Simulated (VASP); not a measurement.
# HoCoN2 (I4mm) in VASP: single point with PBE

Aim: the single point of HoCoN2 with PBE.

All numbers are computed with VASP 6.6.1; they aren't measurements. Logs are shortened: lines on timing, memory, paths and dates and some standing lists are left out, and cuts for length are marked.

### 1 The cell of the first run

The structure is tetragonal, space group I4mm (No. 107). Conventional cell: a = 3.803 Å, b = 3.803 Å, c = 7.847 Å, α = 90.00°, β = 90.00°, γ = 90.00°. Ho (site symmetry 4mm) has 4 N at 2.22 Å and 5 Co at 2.75 to 2.94 Å within 3.0 Å. Co (site symmetry 4mm) has 4 N at 1.90 Å within 2.5 Å. N (site symmetry 2mm) has 2 Co at 1.90 Å and 2 Ho at 2.22 Å within 2.5 Å.

The cell was generated, and may not be a known phase.

### 2 Single point, PBE, collinear spin, ferromagnetic start

Input file INCAR:

```
PREC = Accurate
ENCUT = 600
EDIFF = 1E-6
ISMEAR = 0
SIGMA = 0.1
LREAL = False
LASPH = True
NELM = 200
ALGO = Normal
ISIF = 2
LWAVE = False
LCHARG = False
ISPIN = 2
MAGMOM = 0 0.82 0.2 0.2
LORBIT = 11
LMAXMIX = 6
GGA = PE
NBANDS = 32
GGA_COMPAT = False
```

Input file KPOINTS:

```
regular mesh
0
Gamma
  6 6 6
```

Input file POSCAR:

```
HoCoN2
1.0
   -1.9016582489      1.9016582489      3.9236430086
    1.9016582489     -1.9016582489      3.9236430086
    1.9016582489      1.9016582489     -3.9236430086
Ho Co N
1 1 2
Direct
    0.8111937572      0.8111937572      0.0000000000
    0.1610292740      0.1610292740      0.0000000000
    0.1649351194      0.6649351194      0.5000000000
    0.6649351194      0.1649351194      0.5000000000
```

Potentials or basis: VASP PAW PBE potentials, release 64 (Ho, Co, N).

Command:

```bash
$ cat potpaw_PBE.64/Ho/POTCAR potpaw_PBE.64/Co/POTCAR potpaw_PBE.64/N/POTCAR > POTCAR
$ mpirun -np 1 vasp_std > vasp.out
```

OUTCAR:

```text
PREC = Accurate
   ENCUT = 600
   EDIFF = 1E-6
   ISMEAR = 0
   LREAL = False
   LASPH = True
   NELM = 200
   ISIF = 2
   ISPIN = 2
   LORBIT = 11
   GGA = PE

 ion  position               nearest neighbor table
   1  0.811  0.811  0.000-   3 2.22   4 2.22   4 2.22   3 2.22   2 2.75   2 2.94   2 2.94   2 2.94
                             2 2.94
   2  0.161  0.161  0.000-   4 1.90   3 1.90   3 1.90   4 1.90   1 2.75   1 2.94   1 2.94   1 2.94
                             1 2.94
   3  0.165  0.665  0.500-   2 1.90   2 1.90   1 2.22   1 2.22
   4  0.665  0.165  0.500-   2 1.90   2 1.90   1 2.22   1 2.22

  LATTYP: Found a body centered tetragonal cell.
 ALAT       =     3.8033164978
 C/A-ratio  =     2.0632745189

  Lattice vectors:

 A1 = (  -1.9016582489,   1.9016582489,   3.9236430086)
 A2 = (   1.9016582489,  -1.9016582489,   3.9236430086)
 A3 = (   1.9016582489,   1.9016582489,  -3.9236430086)

Analysis of symmetry for initial positions (statically):
=====================================================================
 Subroutine PRICEL returns:
 Original cell was already a primitive cell.

 Routine SETGRP: Setting up the symmetry group for a
 body centered tetragonal supercell.

 Subroutine GETGRP returns: Found  8 space group operations
 (whereof  8 operations were pure point group operations)
 out of a pool of 16 trial point group operations.

The static configuration has the point symmetry C_4v.

Analysis of symmetry for dynamics (positions and initial velocities):
=====================================================================
 Subroutine PRICEL returns:
 Original cell was already a primitive cell.

 Routine SETGRP: Setting up the symmetry group for a
 body centered tetragonal supercell.

 Subroutine GETGRP returns: Found  8 space group operations
 (whereof  8 operations were pure point group operations)
 out of a pool of 16 trial point group operations.

The dynamic configuration has the point symmetry C_4v.

Analysis of structural, dynamic, and magnetic symmetry:
=====================================================================
 Subroutine PRICEL returns:
 Original cell was already a primitive cell.

 Routine SETGRP: Setting up the symmetry group for a
 body centered tetragonal supercell.

 Subroutine GETGRP returns: Found  8 space group operations
 (whereof  8 operations were pure point group operations)
 out of a pool of 16 trial point group operations.

The overall configuration has the point symmetry C_4v.

 Subroutine INISYM returns: Found  8 space group operations
 (whereof  8 operations are pure point group operations),
 and found     1 'primitive' translations

----------------------------------------------------------------------------------------

                                     Primitive cell

  volume of cell :      56.7563

  direct lattice vectors                    reciprocal lattice vectors
    -1.901658249  1.901658249  3.923643009     0.000000000  0.262928421  0.127432592
     1.901658249 -1.901658249  3.923643009     0.262928421  0.000000000  0.127432592
     1.901658249  1.901658249 -3.923643009     0.262928421  0.262928421  0.000000000

  length of vectors
     4.756845872  4.756845872  4.756845872     0.292182169  0.292182169  0.371836938

  position of ions in fractional coordinates (direct lattice)
     0.811193757  0.811193757  0.000000000
     0.161029274  0.161029274  0.000000000
     0.164935119  0.664935119  0.500000000
     0.664935119  0.164935119  0.500000000

  ion indices of the primitive-cell ions
   primitive index   ion index
                 1           1
                 2           2
                 3           3
                 4           4

----------------------------------------------------------------------------------------

 KPOINTS: regular mesh

Automatic generation of k-mesh.
 Grid dimensions read from file:
 generate k-points for:    6    6    6

 Generating k-lattice:

  Cartesian coordinates                     Fractional coordinates (reciprocal lattice)
     0.000000000  0.043821403  0.021238765     0.166666667  0.000000000 -0.000000000
     0.043821403  0.000000000  0.021238765     0.000000000  0.166666667 -0.000000000
     0.043821403  0.043821403  0.000000000     0.000000000  0.000000000  0.166666667

  Length of vectors
     0.048697028  0.048697028  0.061972823

  Shift w.r.t. Gamma in fractional coordinates (k-lattice)
     0.000000000  0.000000000  0.000000000

 Subroutine IBZKPT returns following result:
 ===========================================

 Found     30 irreducible k-points:

 Following reciprocal coordinates:
            Coordinates               Weight
  0.000000  0.000000  0.000000      1.000000
  0.166667  0.000000 -0.000000      8.000000
  0.333333  0.000000 -0.000000      8.000000
  0.500000  0.000000 -0.000000      4.000000
  0.166667  0.166667 -0.000000      8.000000
  0.333333  0.166667 -0.000000     16.000000
[... 16 lines left out ...]
 -0.333333 -0.333333  0.166667      8.000000
 -0.166667 -0.333333  0.166667      8.000000
 [... further k-points ...]
   k-points           NKPTS =     30   k-points in BZ     NKDIM =     30   number of bands    NBANDS=     32
   number of dos      NEDOS =    301   number of ions     NIONS =      4
   total plane-waves  NPLWV =  64000
   dimension x,y,z NGX =    40 NGY =   40 NGZ =   40
   dimension x,y,z NGXF=    80 NGYF=   80 NGZF=   80
   ions per type =               1   1   2
   NGX,Y,Z   is equivalent  to a cutoff of  13.98, 13.98, 13.98 a.u.
   NGXF,Y,Z  is equivalent  to a cutoff of  27.96, 27.96, 27.96 a.u.
 SYSTEM =  unknown system
   PREC   = accura    normal or accurate (medium, high low for compatibility)
   ISTART =      0    job   : 0-new  1-cont  2-samecut
   ICHARG =      2    charge: 1-file 2-atom 10-const
   ISPIN  =      2    spin polarized calculation?
   LNONCOLLINEAR =      F non collinear calculations
   LSORBIT =      F    spin-orbit coupling
   LASPH  =      T    aspherical Exc in radial PAW
   ENCUT  =  600.0 eV  44.10 Ry    6.64 a.u.   9.50  9.50  9.50*2*pi/ulx,y,z
   NELM   =    200;   NELMIN=  2; NELMDL= -5     # of ELM steps
   EDIFF  = 0.1E-05   stopping-criterion for ELM
   LREAL  =      F    real-space projection
   EDIFFG = 0.1E-04   stopping-criterion for IOM
   NSW    =      0    number of steps for IOM
   IBRION =     -1    ionic relax: 0-MD 1-quasi-New 2-CG
   NFREE  =      0    steps in history (QN), initial steepest desc. (CG)
   ISIF   =      2    stress and relaxation
   ISYM   =      2    0-nonsym 1-usesym 2-fastsym
   POTIM  = 0.5000    time-step for ionic-motion
   TEBEG  =    0.0;   TEEND  =   0.0 temperature during run
   PSTRESS=    0.0 pullay stress
   NELECT =      40.0000    total number of electrons
   NUPDOWN=      -1.0000    fix difference up-down
   EMIN   =  10.00;   EMAX   =-10.00  energy-range for DOS
   EFERMI =   0.00;   METHOD = LEGACY
   ISMEAR =     0;   SIGMA  =   0.10  broadening in eV -4-tet -1-fermi 0-gaus
   EFERMI_NEDOS =   21; number of points for ismear=-14 and -15
   IALGO  =     38    algorithm
   IMIX   =      4    mixing-type and parameters
     AMIX     =   0.40;   BMIX     =  1.00
     AMIX_MAG =   1.60;   BMIX_MAG =  1.00
  volume/ion in A,a.u.               =      14.19        95.75
  Fermi-wavevector in a.u.,A,eV,Ry     =   1.456879  2.753101 28.878300  2.122495
  Thomas-Fermi vector in A             =   2.573745
   LORBIT       =     11    0 simple, 1 ext, 2 COOP (PROOUT), +10 PAW based schemes
   GGA     = PE    functional components
   LHFCALC =     F    Hartree Fock is set to
   AEXX    =    0.0000 exact exchange contribution
   IVDW    =     0    specifies the selected vdW correction
   LEPSILON=     F    determine dielectric tensor
   LRPA    =     F    only Hartree local field effects (RPA)
 spin polarized calculation
 Gauss-broadening in eV      SIGMA  =   0.10
  energy-cutoff  :      600.00
  volume of cell :       56.76
 maximum number of plane-waves:      1915
 NGX is ok and might be reduce to    40
   NGX = 19   NGY = 19   NGZ = 19

 number of electron      40.0000002 magnetization       4.8413976

 Free energy of the ion-electron system (eV)
  ---------------------------------------------------
  ext. energy  EPLUGINS =         0.00000000
  ---------------------------------------------------
  free energy    TOTEN  =       -31.25481136 eV

  energy without entropy =      -31.23409248  energy(sigma->0) =      -31.24445192

 E-fermi :   3.9243     XC(G=0): -10.8614

 val. band max:        3.9223269398   @ k =  -0.1667   0.3333   0.1667
 cond. band min:       3.9498283427   @ k =  -0.3333   0.5000   0.1667
 fundamental gap:      0.0275014029
 Fermi energy:         3.9242565469

 spin component 1

 k-point     1 :       0.0000    0.0000    0.0000
  band No.  band energies     occupation
      1     -43.6991      1.00000
      2     -18.7574      1.00000
      3     -18.6059      1.00000
      4     -18.6059      1.00000
      5     -10.9797      1.00000
      6      -9.5886      1.00000
[... 829 lines left out ...]
     31      13.4015      0.00000
     32      15.0245      0.00000

 [... further k-points ...]

 spin component 2

 k-point     1 :       0.0000    0.0000    0.0000
  band No.  band energies     occupation
      1     -42.0116      1.00000
      2     -17.6146      1.00000
      3     -17.4290      1.00000
      4     -17.4290      1.00000
      5     -10.6478      1.00000
      6      -9.2925      1.00000
[... 829 lines left out ...]
     31      13.6855      0.00000
     32      15.3019      0.00000

 [... further k-points ...]
[... 5 lines left out ...]
  --------------------------------------------------------------------------------------
  -------------------------------------------------------------------------------------
  Total       -0.2677262     -0.2677262     -0.2454521      0.0000000      0.0000000      0.0000000
  in kB       -7.5576534     -7.5576534     -6.9288787      0.0000000      0.0000000      0.0000000
  external PRESSURE =      -7.3480618 kB  Pullay stress =       0.0000000 kB

 VOLUME and BASIS-vectors are now :
 -----------------------------------------------------------------------------
  energy-cutoff  :      600.00
  volume of cell :       56.76
      direct lattice vectors                 reciprocal lattice vectors
    -1.901658249  1.901658249  3.923643009     0.000000000  0.262928421  0.127432592
     1.901658249 -1.901658249  3.923643009     0.262928421  0.000000000  0.127432592
     1.901658249  1.901658249 -3.923643009     0.262928421  0.262928421  0.000000000

 POSITION                                       TOTAL-FORCE (eV/Angst)
 -----------------------------------------------------------------------------------
      0.00000      0.00000      6.36567         0.000000      0.000000     -0.482007
      0.00000      0.00000      1.26364        -0.000000     -0.000000     -0.019780
      1.90166      0.00000      1.29429        -0.000000     -0.000000      0.250893
      0.00000      1.90166      1.29429        -0.000000     -0.000000      0.250893
 -----------------------------------------------------------------------------------
    total drift:                                0.000000      0.000000     -0.000981

  FREE ENERGIE OF THE ION-ELECTRON SYSTEM (eV)
  ---------------------------------------------------
  free  energy   TOTEN  =       -31.2548113563 eV

  energy  without entropy=      -31.2340924833  energy(sigma->0) =      -31.24445192

 total charge

# of ion       s       p       d       f       tot
--------------------------------------------------
    1        2.083   5.770   0.653  10.144  18.650
    2        0.475   0.637   7.350   0.000   8.461
    3        1.264   2.387   0.000   0.000   3.651
    4        1.264   2.387   0.000   0.000   3.651
--------------------------------------------------
tot          5.086  11.181   8.003  10.144  34.413

 magnetization (x)

# of ion       s       p       d       f       tot
--------------------------------------------------
    1        0.010  -0.024   0.063   3.733   3.783
    2       -0.002   0.003   0.545   0.000   0.546
    3        0.006   0.151   0.000   0.000   0.158
    4        0.006   0.151   0.000   0.000   0.158
--------------------------------------------------
tot          0.020   0.282   0.609   3.733   4.644
```

Wall time 15 min (1 thread of Intel Xeon 8259CL, shared host); peak memory 0.38 GiB.

Results:

| Quantity | Value |
| --- | --- |
| Free energy | -31.2548 eV |
| Pressure | -0.7 GPa |
| Largest force | 0.482 eV/Å |
| Net moment | 4.84 μB per cell |
| Site moments | Ho +3.78; Co +0.55; N +0.16 μB |
| Valence electrons inside the program's atomic spheres | Ho 18.65; Co 8.46; N 3.65 |

Forces on the atoms (eV/Å):
```
Ho   0.000  0.000 -0.482
Co   0.000  0.000 -0.020
N    0.000  0.000  0.251
N    0.000  0.000  0.251
```

Levels at points of the mesh, in eV from the Fermi level:
Spin up:
```csv
k point,band 21,band 22,band 23,band 24,band 25,band 26
"(0.00, 0.00, 0.00)",-1.87,-0.55,-0.55,-0.47,2.68,5.52
"(0.50, 0.00, 0.00)",-1.63,-0.33,0.12,1.13,3.15,4.79
"(0.50, 0.50, 0.00)",-0.21,0.49,0.61,2.09,3.82,4.66
"(0.50, 0.50, 0.50)",-1.69,-0.75,-0.75,-0.42,3.84,5.08
```
Spin down:
```
           k point  band 14  band 15  band 16  band 17  band 18  band 19  band 20  band 21  band 22  band 23
(0.00, 0.00, 0.00)    -1.61    -0.86    -0.86    -0.29    -0.29    -0.24     0.49     0.51     0.51     0.51
(0.50, 0.00, 0.00)    -1.34    -0.52    -0.44    -0.07    -0.01     0.49     0.53     0.63     0.75     1.11
(0.50, 0.50, 0.00)    -0.55    -0.44    -0.13    -0.10     0.47     0.74     1.08     1.08     1.09     1.15
(0.50, 0.50, 0.50)    -1.40    -0.93    -0.93    -0.32    -0.32    -0.10     0.42     0.44     0.44     0.53
```

Caveat: the magnetic or orbital state may not be the lowest; spin-orbit coupling is left out, which moves the levels of the heavy elements; a cell with one magnetic atom can't hold antiferromagnetic order, which such compounds often take; semilocal functionals describe open f shells poorly, which spoils levels, moments and volumes.
